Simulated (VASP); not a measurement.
# Ge (Im-3m) in VASP: a series of runs

The runs below take Ge through relaxation of cell and atoms, with PBE.

Everything below comes from runs of VASP 6.6.1. Logs are shortened: lines on timing, memory, paths and dates and some standing lists are left out, and cuts for length are marked.

## 1. The cell of the first run

Symmetry: Im-3m, No. 229, cubic system. The conventional cell has a = 3.397 Å, b = 3.397 Å, c = 3.397 Å, α = 90.00°, β = 90.00°, γ = 90.00°. Ge (site symmetry m-3m) has 14 Ge at 2.94 to 3.40 Å within 3.9 Å.

This isn't the form of Ge at room conditions, which is diamond.

## 2. Relaxation of cell and atoms, PBE, target pressure -0.68 GPa, at which the enthalpy is minimised

File INCAR:

```
SYSTEM = Ge
PREC     = Accurate       ! precision mode
ENCUT    = 600            ! plane-wave cutoff, eV
EDIFF    = 1E-6           ! SCF threshold, eV
ISMEAR   = -1             ! smearing method
SIGMA    = 0.05           ! smearing width, eV
LREAL    = .False.        ! projectors in reciprocal space
LASPH    = .True.         ! aspherical terms in the spheres
NELM     = 100            ! most SCF steps
ALGO     = Normal         ! electronic algorithm
ISIF     = 3              ! what is computed and relaxed
LWAVE    = .False.        ! write WAVECAR
LCHARG   = .False.        ! write CHGCAR
GGA      = PE             ! functional
IBRION   = 2              ! ionic algorithm
NSW      = 60             ! ionic steps
EDIFFG   = -0.005         ! ionic threshold
PSTRESS  = -6.800000000000001
```

File KPOINTS:

```
Automatic mesh
0
Gamma
  16 16 16
  0 0 0
```

File POSCAR:

```
Ge
1.0
   -1.6983859532      1.6983859532      1.6983859532
    1.6983859532     -1.6983859532      1.6983859532
    1.6983859532      1.6983859532     -1.6983859532
Ge
1
Direct
    0.0000000000      0.0000000000      0.0000000000
```

Potentials or basis: VASP PAW PBE potentials, release 64 (Ge_d).

Run with:

```console
$ cat potpaw_PBE.64/Ge_d/POTCAR > POTCAR
$ mpirun -np 1 vasp_std > vasp.out
```

OUTCAR:

```text
SYSTEM = Ge
   PREC = Accurate
   ENCUT = 600
   EDIFF = 1E-6
   ISMEAR = -1
   LREAL = .False.
   LASPH = .True.
   NELM = 100
   ISIF = 3
   GGA = PE
   IBRION = 2
   NSW = 60
   EDIFFG = -0.005
   PSTRESS = -6.800000000000001

 ion  position               nearest neighbor table
   1  0.000  0.000  0.000-

  LATTYP: Found a body centered cubic cell.
 ALAT       =     3.3967719064

  Lattice vectors:

 A1 = (  -1.6983859532,   1.6983859532,   1.6983859532)
 A2 = (   1.6983859532,  -1.6983859532,   1.6983859532)
 A3 = (   1.6983859532,   1.6983859532,  -1.6983859532)

Analysis of symmetry for initial positions (statically):
=====================================================================
 Subroutine PRICEL returns:
 Original cell was already a primitive cell.

 Routine SETGRP: Setting up the symmetry group for a
 body centered cubic supercell.

 Subroutine GETGRP returns: Found 48 space group operations
 (whereof 48 operations were pure point group operations)
 out of a pool of 48 trial point group operations.

The static configuration has the point symmetry O_h .

Analysis of symmetry for dynamics (positions and initial velocities):
=====================================================================
 Subroutine PRICEL returns:
 Original cell was already a primitive cell.

 Routine SETGRP: Setting up the symmetry group for a
 body centered cubic supercell.

 Subroutine GETGRP returns: Found 48 space group operations
 (whereof 48 operations were pure point group operations)
 out of a pool of 48 trial point group operations.

The dynamic configuration has the point symmetry O_h .

 Subroutine INISYM returns: Found 48 space group operations
 (whereof 48 operations are pure point group operations),
 and found     1 'primitive' translations

----------------------------------------------------------------------------------------

                                     Primitive cell

  volume of cell :      19.5961

  direct lattice vectors                    reciprocal lattice vectors
    -1.698385953  1.698385953  1.698385953     0.000000000  0.294397159  0.294397159
     1.698385953 -1.698385953  1.698385953     0.294397159  0.000000000  0.294397159
     1.698385953  1.698385953 -1.698385953     0.294397159  0.294397159  0.000000000

  length of vectors
     2.941690762  2.941690762  2.941690762     0.416340455  0.416340455  0.416340455

  position of ions in fractional coordinates (direct lattice)
     0.000000000  0.000000000  0.000000000

  ion indices of the primitive-cell ions
   primitive index   ion index
                 1           1

----------------------------------------------------------------------------------------

 KPOINTS: Automatic mesh

Automatic generation of k-mesh.
 Grid dimensions read from file:
 generate k-points for:   16   16   16

 Generating k-lattice:

  Cartesian coordinates                     Fractional coordinates (reciprocal lattice)
     0.000000000  0.018399822  0.018399822     0.062500000  0.000000000  0.000000000
     0.018399822  0.000000000  0.018399822     0.000000000  0.062500000  0.000000000
     0.018399822  0.018399822  0.000000000     0.000000000  0.000000000  0.062500000

  Length of vectors
     0.026021278  0.026021278  0.026021278

  Shift w.r.t. Gamma in fractional coordinates (k-lattice)
     0.000000000  0.000000000  0.000000000

 Subroutine IBZKPT returns following result:
 ===========================================

 Found    145 irreducible k-points:

 Following reciprocal coordinates:
            Coordinates               Weight
  0.000000  0.000000  0.000000      1.000000
  0.062500  0.000000  0.000000     12.000000
  0.125000  0.000000  0.000000     12.000000
  0.187500  0.000000  0.000000     12.000000
  0.250000  0.000000  0.000000     12.000000
  0.312500  0.000000  0.000000     12.000000
[... 16 lines left out ...]
  0.187500  0.187500  0.000000     24.000000
  0.250000  0.187500  0.000000     48.000000
 [... further k-points ...]
   k-points           NKPTS =    145   k-points in BZ     NKDIM =    145   number of bands    NBANDS=     11
   number of dos      NEDOS =    301   number of ions     NIONS =      1
   total plane-waves  NPLWV =  13824
   dimension x,y,z NGX =    24 NGY =   24 NGZ =   24
   dimension x,y,z NGXF=    48 NGYF=   48 NGZF=   48
   ions per type =               1
   NGX,Y,Z   is equivalent  to a cutoff of  13.56, 13.56, 13.56 a.u.
   NGXF,Y,Z  is equivalent  to a cutoff of  27.13, 27.13, 27.13 a.u.
 SYSTEM =  Ge
   PREC   = accura    normal or accurate (medium, high low for compatibility)
   ISTART =      0    job   : 0-new  1-cont  2-samecut
   ICHARG =      2    charge: 1-file 2-atom 10-const
   ISPIN  =      1    spin polarized calculation?
   LNONCOLLINEAR =      F non collinear calculations
   LSORBIT =      F    spin-orbit coupling
   LASPH  =      T    aspherical Exc in radial PAW
   ENCUT  =  600.0 eV  44.10 Ry    6.64 a.u.   5.88  5.88  5.88*2*pi/ulx,y,z
   NELM   =    100;   NELMIN=  2; NELMDL= -5     # of ELM steps
   EDIFF  = 0.1E-05   stopping-criterion for ELM
   LREAL  =      F    real-space projection
   EDIFFG = -.5E-02   stopping-criterion for IOM
   NSW    =     60    number of steps for IOM
   IBRION =      2    ionic relax: 0-MD 1-quasi-New 2-CG
   NFREE  =      1    steps in history (QN), initial steepest desc. (CG)
   ISIF   =      3    stress and relaxation
   ISYM   =      2    0-nonsym 1-usesym 2-fastsym
   POTIM  = 0.5000    time-step for ionic-motion
   TEBEG  =    0.0;   TEEND  =   0.0 temperature during run
   PSTRESS=   -6.8 pullay stress
   NELECT =      14.0000    total number of electrons
   NUPDOWN=      -1.0000    fix difference up-down
   EMIN   =  10.00;   EMAX   =-10.00  energy-range for DOS
   EFERMI =   0.00;   METHOD = LEGACY
   ISMEAR =    -1;   SIGMA  =   0.05  broadening in eV -4-tet -1-fermi 0-gaus
   EFERMI_NEDOS =   21; number of points for ismear=-14 and -15
   IALGO  =     38    algorithm
   IMIX   =      4    mixing-type and parameters
     AMIX     =   0.40;   BMIX     =  1.00
     AMIX_MAG =   1.60;   BMIX_MAG =  1.00
  volume/ion in A,a.u.               =      19.60       132.24
  Fermi-wavevector in a.u.,A,eV,Ry     =   1.463506  2.765625 29.141629  2.141849
  Thomas-Fermi vector in A             =   2.579593
   LORBIT       =      0    0 simple, 1 ext, 2 COOP (PROOUT), +10 PAW based schemes
   GGA     = PE    functional components
   LHFCALC =     F    Hartree Fock is set to
   AEXX    =    0.0000 exact exchange contribution
   IVDW    =     0    specifies the selected vdW correction
   LEPSILON=     F    determine dielectric tensor
   LRPA    =     F    only Hartree local field effects (RPA)
 conjugate gradient relaxation of ions
 non-spin polarized calculation
  energy-cutoff  :      600.00
  volume of cell :       19.60
 maximum number of plane-waves:       682
   NGX = 11   NGY = 11   NGZ = 11

--------------------------------------- Ionic step        1  -------------------------------------------

 number of electron      13.9999990 magnetization

 Free energy of the ion-electron system (eV)
  ---------------------------------------------------
  ext. energy  EPLUGINS =         0.00000000
  ---------------------------------------------------
  free energy    TOTEN  =        -4.17860031 eV

  energy without entropy =       -4.17408990  energy(sigma->0) =       -4.17634511

------------------------ aborting loop because EDIFF is reached ----------------------------------------

  FORCE on cell =-STRESS in cart. coord.  units (eV):
  Direction    XX          YY          ZZ          XY          YZ          ZX
  --------------------------------------------------------------------------------------
  -------------------------------------------------------------------------------------
  Total       -0.0887730     -0.0887730     -0.0887730     -0.0000000     -0.0000000      0.0000000
  in kB       -7.2580873     -7.2580873     -7.2580873     -0.0000000     -0.0000000      0.0000000
  external PRESSURE =      -0.4580873 kB  Pullay stress =      -6.8000000 kB

 VOLUME and BASIS-vectors are now :
 -----------------------------------------------------------------------------
  energy-cutoff  :      600.00
  volume of cell :       19.60
      direct lattice vectors                 reciprocal lattice vectors
    -1.698385953  1.698385953  1.698385953     0.000000000  0.294397159  0.294397159
     1.698385953 -1.698385953  1.698385953     0.294397159  0.000000000  0.294397159
     1.698385953  1.698385953 -1.698385953     0.294397159  0.294397159  0.000000000
[... 44 lines left out ...]
  FREE ENERGIE OF THE ION-ELECTRON SYSTEM (eV)
  ---------------------------------------------------
  free  energy   TOTEN  =        -4.1786598892 eV

  energy  without entropy=       -4.1741330343  energy(sigma->0) =       -4.17639646

  enthalpy is  TOTEN    =        -4.2617626169 eV   P V=       -0.0831027277

--------------------------------------- Ionic step        3  -------------------------------------------

 number of electron      13.9999990 magnetization

 Free energy of the ion-electron system (eV)
  ---------------------------------------------------
  ext. energy  EPLUGINS =         0.00000000
  ---------------------------------------------------
  free energy    TOTEN  =        -4.17861758 eV

  energy without entropy =       -4.17410244  energy(sigma->0) =       -4.17636001

 E-fermi :   6.3574     XC(G=0): -11.1132

 val. band max:        6.3573800855   @ k =   0.2500   0.1875   0.1250
 cond. band min:       6.3724190678   @ k =  -0.3750   0.4375   0.3125
 fundamental gap:      0.0150389822
 Fermi energy:         6.3574097983

 k-point     1 :       0.0000    0.0000    0.0000
  band No.  band energies     occupation
      1     -18.3524      2.00000
      2     -18.3524      2.00000
      3     -18.3524      2.00000
      4     -18.2753      2.00000
      5     -18.2753      2.00000
      6      -6.4629      2.00000
      7      15.1625      0.00000
      8      15.1625      0.00000
      9      15.1625      0.00000
     10      21.0507      0.00000
     11      21.0507      0.00000

 k-point     2 :       0.0625    0.0000    0.0000
  band No.  band energies     occupation
      1     -18.3534      2.00000
      2     -18.3510      2.00000
      3     -18.3478      2.00000
      4     -18.2764      2.00000
      5     -18.2754      2.00000
      6      -6.3628      2.00000
      7      14.3741      0.00000
      8      14.7967      0.00000
      9      15.0687      0.00000
     10      20.3378      0.00000
     11      20.4107      0.00000
[... 295 lines left out ...]
 k-point    24 :       0.2500    0.1875    0.0000
  band No.  band energies     occupation
      1     -18.3627      2.00000
      2     -18.3325      2.00000
      3     -18.2873      2.00000
      4     -18.2827      2.00000
      5     -18.2570      2.00000
      6      -2.8172      2.00000
      7       5.2581      2.00000
      8       7.7069      0.00000
      9      11.9444      0.00000
     10      17.8263      0.00000
     11      19.5835      0.00000

 [... further k-points ...]
[... 5 lines left out ...]
  --------------------------------------------------------------------------------------
  -------------------------------------------------------------------------------------
  Total       -0.0788818     -0.0788818     -0.0788818     -0.0000000     -0.0000000      0.0000000
  in kB       -6.4508632     -6.4508632     -6.4508632     -0.0000000     -0.0000000      0.0000000
  external PRESSURE =       0.3491368 kB  Pullay stress =      -6.8000000 kB

 VOLUME and BASIS-vectors are now :
 -----------------------------------------------------------------------------
  energy-cutoff  :      600.00
  volume of cell :       19.59
      direct lattice vectors                 reciprocal lattice vectors
    -1.698256074  1.698256074  1.698256074     0.000000000  0.294419674  0.294419674
     1.698256074 -1.698256074  1.698256074     0.294419674  0.000000000  0.294419674
     1.698256074  1.698256074 -1.698256074     0.294419674  0.294419674  0.000000000

 POSITION                                       TOTAL-FORCE (eV/Angst)
 -----------------------------------------------------------------------------------
     -0.00000      0.00000      0.00000         0.000000     -0.000000     -0.000000
 -----------------------------------------------------------------------------------
    total drift:                               -0.000000      0.000000      0.000000

  FREE ENERGIE OF THE ION-ELECTRON SYSTEM (eV)
  ---------------------------------------------------
  free  energy   TOTEN  =        -4.1786175797 eV

  energy  without entropy=       -4.1741024449  energy(sigma->0) =       -4.17636001

  enthalpy is  TOTEN    =        -4.2617686513 eV   P V=       -0.0831510717

 reached required accuracy - stopping structural energy minimisation
```

Run time: 34 s. Hardware: 1 thread of AMD EPYC 9R45 (Zen 5), shared host; peak memory 0.13 GiB.

Results:

* Free energy: -4.1786 eV
* Relaxed volume: 19.59 Å³/atom
* Relaxed cell: a = 2.941 Å, b = 2.941 Å, c = 2.941 Å, α = 109.47°, β = 109.47°, γ = 109.47°
* Space group after relaxing (to 0.1 Å): Im-3m (No. 229)
* Energy change on relaxing (the run minimises the enthalpy): -0.0 meV/atom
* Ionic steps: 3
* Pressure after relaxing: -0.6 GPa
* Band gap on the k mesh: zero (bands 7 and 8 overlap by 11.56 eV)

Final structure:
```
CELL_PARAMETERS angstrom
-1.69826 1.69826 1.69826
1.69826 -1.69826 1.69826
1.69826 1.69826 -1.69826
ATOMIC_POSITIONS crystal
Ge 0.00000 0.00000 0.00000
```

Caveat: the cell is relaxed towards a set pressure, so the run minimises the enthalpy, not the energy.

## 3. Relaxation of cell and atoms, PBE, target pressure -0.68 GPa, at which the enthalpy is minimised

File INCAR:

```
PREC     = Accurate       # precision mode
ENCUT    = 600            # plane-wave cutoff, eV
EDIFF    = 1E-6           # SCF threshold, eV
ISMEAR   = -1             # smearing method
SIGMA    = 0.05           # smearing width, eV
LREAL    = False          # projectors in reciprocal space
LASPH    = True           # aspherical terms in the spheres
NELM     = 100            # most SCF steps
ALGO     = Normal         # electronic algorithm
ISIF     = 3              # what is computed and relaxed
LWAVE    = False          # write WAVECAR
LCHARG   = False          # write CHGCAR
GGA      = PE             # functional
IBRION   = 2              # ionic algorithm
NSW      = 32             # ionic steps
EDIFFG   = -0.005         # ionic threshold
PSTRESS  = -6.800000000000001
```

File KPOINTS:

```
regular mesh
0
Gamma
  16 16 16
```

POSCAR is that of step 2.

Potentials or basis: VASP PAW PBE potentials, release 64 (Ge_d).

Run with:

```console
$ cat potpaw_PBE.64/Ge_d/POTCAR > POTCAR
$ mpirun -np 1 vasp_std > vasp.out
```

Wall time 30 s (1 thread of AMD EPYC 9R45 (Zen 5), shared host); peak memory 0.13 GiB.

It converged, with:

```yaml
Free_energy: -4.1786 eV
Relaxed_volume: 19.59 Å³/atom
Relaxed_cell: a = 2.941 Å, b = 2.941 Å, c = 2.941 Å, α = 109.47°, β = 109.47°, γ = 109.47°
Space_group_after_relaxing_to_0.1_Å: Im-3m (No. 229)
Energy_change_on_relaxing_the_run_minimises_the_enthalpy: -0.0 meV/atom
Ionic_steps: 3
Pressure_after_relaxing: -0.6 GPa
Band_gap_on_the_k_mesh: zero (bands 7 and 8 overlap by 11.56 eV)
```

Final structure:
```cif
data_structure
_symmetry_space_group_name_H-M 'P 1'
_symmetry_Int_Tables_number 1
_cell_length_a 2.9415
_cell_length_b 2.9415
_cell_length_c 2.9415
_cell_angle_alpha 109.471
_cell_angle_beta 109.471
_cell_angle_gamma 109.471
_cell_volume 19.59
loop_
_atom_site_label
_atom_site_type_symbol
_atom_site_fract_x
_atom_site_fract_y
_atom_site_fract_z
_atom_site_occupancy
Ge1 Ge 0.00000 0.00000 0.00000 1
```

Levels at points of the mesh, in eV from the Fermi level:
| k point | band 4 | band 5 | band 6 | band 7 | band 8 | band 9 | band 10 | band 11 |
| --- | --- | --- | --- | --- | --- | --- | --- | --- |
| (0.00, 0.00, 0.00) | -24.63 | -24.63 | -12.82 | 8.81 | 8.81 | 8.81 | 14.69 | 14.69 |
| (0.50, 0.00, 0.00) | -24.64 | -24.59 | -7.39 | -5.07 | 4.24 | 6.55 | 9.27 | 9.60 |
| (0.50, 0.50, 0.50) | -24.60 | -24.60 | -2.85 | -0.39 | -0.39 | -0.39 | 4.45 | 4.45 |

Caveat: the cell is relaxed towards a set pressure, so the run minimises the enthalpy, not the energy.
